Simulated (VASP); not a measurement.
Input of a VASP 6.6.1 run:

INCAR

```
SYSTEM = Re
PREC = Accurate ; ENCUT = 500
EDIFF = 1E-6 ; ISMEAR = -1
SIGMA = 0.1 ; LREAL = .False.
LASPH = .True. ; NELM = 120
ALGO = Normal ; ISIF = 2
LWAVE = .False. ; LCHARG = .True.
LELF = .True. ; LVHAR = .True.
NBANDS = 22 ; GGA_COMPAT = .False.
```

KPOINTS

```
Automatic mesh
0
Gamma
  9 9 5
  0 0 0
```

POSCAR

```
Re
1.0
    2.6663551634      0.0000000000      0.0000000000
   -1.3331775817      2.3091313070      0.0000000000
    0.0000000000      0.0000000000      4.2891422958
Re
2
Direct
    0.3333333333      0.6666666667      0.2500000000
    0.6666666667      0.3333333333      0.7500000000
```

Potentials or basis: VASP PAW LDA potentials, release 64 (Re_sv_GW).

The run is started by

```sh
$ cat potpaw_LDA.64/Re_sv_GW/POTCAR > POTCAR
$ mpirun -np 1 vasp_std > vasp.out
```

Question: What does it give for the band gap on the k mesh?

Answer: Zero (band 15 reaches 16.14 eV, above the bottom of band 16 at 12.87 eV).

Question: Predict the pressure.

Answer: 39.3 GPa.

Caveat: spin-orbit coupling is left out, which moves the levels of the heavy elements.
